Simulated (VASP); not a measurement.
# C (P6_3/mmc) in VASP: a series of runs, part 2 of 2

VASP 6.6.1.

## Step 3: Electric field gradients, PBE (volume scaled by 1.03)

INCAR reads:

```
SYSTEM = C
PREC = Accurate
ENCUT = 520
EDIFF = 1E-8
ISMEAR = -1
SIGMA = 0.03
LREAL = .False.
LASPH = .True.
NELM = 120
ALGO = Normal
ISIF = 2
LWAVE = .False.
LCHARG = .False.
GGA = PE
LEFG = .True.
NBANDS = 11
GGA_COMPAT = .False.
```

KPOINTS reads:

```
Automatic mesh
0
Gamma
  17 17 9
  0 0 0
```

POSCAR reads:

```
C
1.0
    2.1512928631      0.0000000000      0.0000000000
   -1.0756464315      1.8630742704      0.0000000000
    0.0000000000      0.0000000000      3.5765487209
C
2
Direct
    0.3333333333      0.6666666667      0.2500000000
    0.6666666667      0.3333333333      0.7500000000
```

Potentials or basis: VASP PAW PBE potentials, release 64 (C).

Launch:

```console
$ cat potpaw_PBE.64/C/POTCAR > POTCAR
$ mpirun -np 1 vasp_std > vasp.out
```

OUTCAR:

```text
SYSTEM = C
   PREC = Accurate
   ENCUT = 520
   EDIFF = 1E-8
   ISMEAR = -1
   LREAL = .False.
   LASPH = .True.
   NELM = 120
   ISIF = 2
   GGA = PE

 ion  position               nearest neighbor table
   1  0.333  0.667  0.250-
   2  0.667  0.333  0.750-

  LATTYP: Found a hexagonal cell.
 ALAT       =     2.1512928631
 C/A-ratio  =     1.6625113123

  Lattice vectors:

 A1 = (   2.1512928631,   0.0000000000,   0.0000000000)
 A2 = (  -1.0756464315,   1.8630742704,   0.0000000000)
 A3 = (   0.0000000000,   0.0000000000,   3.5765487209)

Analysis of symmetry for initial positions (statically):
=====================================================================
 Subroutine PRICEL returns:
 Original cell was already a primitive cell.

 Routine SETGRP: Setting up the symmetry group for a
 hexagonal supercell.

 Subroutine GETGRP returns: Found 24 space group operations
 (whereof 12 operations were pure point group operations)
 out of a pool of 24 trial point group operations.

The static configuration has the point symmetry D_3d.
 The point group associated with its full space group is D_6h.

Analysis of symmetry for dynamics (positions and initial velocities):
=====================================================================
 Subroutine PRICEL returns:
 Original cell was already a primitive cell.

 Routine SETGRP: Setting up the symmetry group for a
 hexagonal supercell.

 Subroutine GETGRP returns: Found 24 space group operations
 (whereof 12 operations were pure point group operations)
 out of a pool of 24 trial point group operations.

The dynamic configuration has the point symmetry D_3d.
 The point group associated with its full space group is D_6h.

 Subroutine INISYM returns: Found 24 space group operations
 (whereof 12 operations are pure point group operations),
 and found     1 'primitive' translations

----------------------------------------------------------------------------------------

                                     Primitive cell

  volume of cell :      14.3349

  direct lattice vectors                    reciprocal lattice vectors
     2.151292863  0.000000000  0.000000000     0.464836758  0.268373627  0.000000000
    -1.075646432  1.863074270  0.000000000     0.000000000  0.536747255  0.000000000
     0.000000000  0.000000000  3.576548721     0.000000000  0.000000000  0.279599155

  length of vectors
     2.151292863  2.151292863  3.576548721     0.536747255  0.536747255  0.279599155

  position of ions in fractional coordinates (direct lattice)
     0.333333333  0.666666667  0.250000000
     0.666666667  0.333333333  0.750000000

  ion indices of the primitive-cell ions
   primitive index   ion index
                 1           1
                 2           2

----------------------------------------------------------------------------------------

 KPOINTS: Automatic mesh

Automatic generation of k-mesh.
 Grid dimensions read from file:
 generate k-points for:   17   17    9

 Generating k-lattice:
[... 68 lines left out ...]
   ISIF   =      2    stress and relaxation
   ISYM   =      2    0-nonsym 1-usesym 2-fastsym
   POTIM  = 0.5000    time-step for ionic-motion
   TEBEG  =    0.0;   TEEND  =   0.0 temperature during run
   PSTRESS=    0.0 pullay stress
   NELECT =       8.0000    total number of electrons
   NUPDOWN=      -1.0000    fix difference up-down
   EMIN   =  10.00;   EMAX   =-10.00  energy-range for DOS
   EFERMI =   0.00;   METHOD = LEGACY
   ISMEAR =    -1;   SIGMA  =   0.03  broadening in eV -4-tet -1-fermi 0-gaus
   EFERMI_NEDOS =   21; number of points for ismear=-14 and -15
   IALGO  =     38    algorithm
   IMIX   =      4    mixing-type and parameters
     AMIX     =   0.40;   BMIX     =  1.00
     AMIX_MAG =   1.60;   BMIX_MAG =  1.00
  volume/ion in A,a.u.               =       7.17        48.37
  Fermi-wavevector in a.u.,A,eV,Ry     =   1.347846  2.547059 24.717545  1.816688
  Thomas-Fermi vector in A             =   2.475563
   LORBIT       =      0    0 simple, 1 ext, 2 COOP (PROOUT), +10 PAW based schemes
   GGA     = PE    functional components
[... 5 lines left out ...]
 non-spin polarized calculation
  energy-cutoff  :      520.00
  volume of cell :       14.33
 maximum number of plane-waves:       397
 NGX is ok and might be reduce to    16
   NGX =  7   NGY =  7   NGZ = 13

 number of electron       8.0000000 magnetization

 Free energy of the ion-electron system (eV)
  ---------------------------------------------------
  ext. energy  EPLUGINS =         0.00000000
  ---------------------------------------------------
  free energy    TOTEN  =        -9.47628704 eV

  energy without entropy =       -9.47462952  energy(sigma->0) =       -9.47545828

 E-fermi :   7.7593     XC(G=0): -12.7857

 val. band max:        7.7072463616   @ k =   0.3529   0.1176   0.0000
 cond. band min:       7.7690158479   @ k =   0.2941   0.2941   0.1111
 fundamental gap:      0.0617694863
 Fermi energy:         7.7592555067

 k-point     1 :       0.0000    0.0000    0.0000
  band No.  band energies     occupation
      1     -11.1486      2.00000
      2      -1.9854      2.00000
      3      -1.0389      2.00000
      4      14.4157      0.00000
      5      14.4157      0.00000
      6      15.7325      0.00000
      7      16.0460      0.00000
      8      16.0460      0.00000
      9      32.7123      0.00000
     10      36.3123      0.00000
     11      36.9930      0.00000
[... 309 lines left out ...]
 k-point    24 :       0.1765    0.1765    0.0000
  band No.  band energies     occupation
      1      -7.7814      2.00000
      2       0.8448      2.00000
      3       2.3000      2.00000
      4       6.9979      2.00000
      5       8.3513      0.00000
      6      12.5696      0.00000
      7      13.2558      0.00000
      8      13.7294      0.00000
      9      27.6058      0.00000
     10      29.7706      0.00000
     11      32.2011      0.00000

 [... further k-points ...]
[... 5 lines left out ...]
  --------------------------------------------------------------------------------------
  -------------------------------------------------------------------------------------
  Total       -0.3571184     -0.3571184     -0.4034301     -0.0000000      0.0000000      0.0000000
  in kB      -39.9143403    -39.9143403    -45.0904969     -0.0000000      0.0000000      0.0000000
  external PRESSURE =     -41.6397258 kB  Pullay stress =       0.0000000 kB

 VOLUME and BASIS-vectors are now :
 -----------------------------------------------------------------------------
  energy-cutoff  :      520.00
  volume of cell :       14.33
      direct lattice vectors                 reciprocal lattice vectors
     2.151292863  0.000000000  0.000000000     0.464836758  0.268373627  0.000000000
    -1.075646432  1.863074270  0.000000000     0.000000000  0.536747255  0.000000000
     0.000000000  0.000000000  3.576548721     0.000000000  0.000000000  0.279599155

 POSITION                                       TOTAL-FORCE (eV/Angst)
 -----------------------------------------------------------------------------------
     -0.00000      1.24205      0.89414         0.000000     -0.000000      0.000000
      1.07565      0.62102      2.68241        -0.000000      0.000000      0.000000
 -----------------------------------------------------------------------------------
    total drift:                                0.000000     -0.000000      0.000000

  FREE ENERGIE OF THE ION-ELECTRON SYSTEM (eV)
  ---------------------------------------------------
  free  energy   TOTEN  =        -9.4762870443 eV

  energy  without entropy=       -9.4746295154  energy(sigma->0) =       -9.47545828

 Electric field gradients (V/A^2)
---------------------------------------------------------------------
 ion       V_xx      V_yy      V_zz      V_xy      V_xz      V_yz
---------------------------------------------------------------------
   1       0.634     0.633    -1.267    -0.000     0.000    -0.000
   2       0.634     0.633    -1.267    -0.000    -0.000     0.000
---------------------------------------------------------------------

 Electric field gradients after diagonalization (V/A^2)
 (convention: |V_zz| > |V_xx| > |V_yy|)
----------------------------------------------------------------------
 ion       V_xx      V_yy      V_zz     asymmetry (V_yy - V_xx)/ V_zz
----------------------------------------------------------------------
   1       0.634     0.633    -1.267       0.000
   2       0.634     0.633    -1.267       0.000
----------------------------------------------------------------------

           NMR quadrupolar parameters

 Cq : quadrupolar parameter    Cq=e*Q*V_zz/h
 eta: asymmetry parameters     (V_yy - V_xx)/ V_zz
 Q  : nuclear electric quadrupole moment in mb (millibarn)
----------------------------------------------------------------------
 ion       Cq(MHz)       eta       Q (mb)
----------------------------------------------------------------------
   1      -0.003       0.000       1.000
   2      -0.003       0.000       1.000
----------------------------------------------------------------------
```

OSZICAR:

```text
N       E                     dE             d eps       ncg     rms          rms(c)
DAV:   1     0.639004561708E+01    0.63900E+01   -0.44262E+03  3721   0.681E+02
DAV:   2    -0.912520451671E+01   -0.15515E+02   -0.14835E+02  4937   0.104E+02
DAV:   3    -0.947480368904E+01   -0.34960E+00   -0.34806E+00  4425   0.126E+01
DAV:   4    -0.947567678706E+01   -0.87310E-03   -0.87303E-03  4182   0.699E-01
DAV:   5    -0.947567777548E+01   -0.98841E-06   -0.98887E-06  4404   0.243E-02    0.120E+00
DAV:   6    -0.947535557713E+01    0.32220E-03   -0.21446E-03  4200   0.321E-01    0.688E-01
DAV:   7    -0.947622902026E+01   -0.87344E-03   -0.34024E-03  3966   0.420E-01    0.507E-02
DAV:   8    -0.947628754442E+01   -0.58524E-04   -0.96308E-05  4404   0.794E-02    0.514E-03
DAV:   9    -0.947628731363E+01    0.23078E-06   -0.28074E-07  4161   0.435E-03    0.349E-03
DAV:  10    -0.947628706617E+01    0.24746E-06   -0.10067E-07  4374   0.297E-03    0.121E-04
DAV:  11    -0.947628705255E+01    0.13621E-07   -0.10374E-09  2697   0.281E-04    0.365E-05
DAV:  12    -0.947628704431E+01    0.82402E-08   -0.84233E-11  2433   0.829E-05
   1 F= -.94762870E+01 E0= -.94754583E+01  d E =-.165753E-02
```

stdout:

```text
POSCAR found type information on POSCAR C
 POSCAR found :  1 types and       2 ions
 scaLAPACK will be used
 LDA part: xc-table for (Slater+PW92), standard interpolation
 POSCAR, INCAR and KPOINTS ok, starting setup
 FFT: planning ... GRIDC
 FFT: planning ... GRID_SOFT
 FFT: planning ... GRID
 WAVECAR not read
 entering main loop
ion   1

ion   2
```

Wall time 6.2 s (1 thread of Intel Xeon 6975P-C (Granite Rapids), shared host); peak memory 0.13 GiB.

Results:

- Free energy: -9.4763 eV
- Pressure: -4.2 GPa
- Band gap on the k mesh: zero (band 4 reaches 14.46 eV, above the bottom of band 5 at 3.96 eV)

Stress tensor (GPa, compression positive):
```
-3.99  0.00  0.00
 0.00 -3.99  0.00
 0.00  0.00 -4.51
```

Electric field gradients, principal values (V/Å²):
| atom | least | middle | greatest (by size) |
| --- | --- | --- | --- |
| 1 C | 0.633 | 0.634 | -1.267 |
| 2 C | 0.633 | 0.634 | -1.267 |

Caveat: without QUAD_EFG the Cq values of the log hold for a quadrupole moment of 1 mb, not for the nuclei.
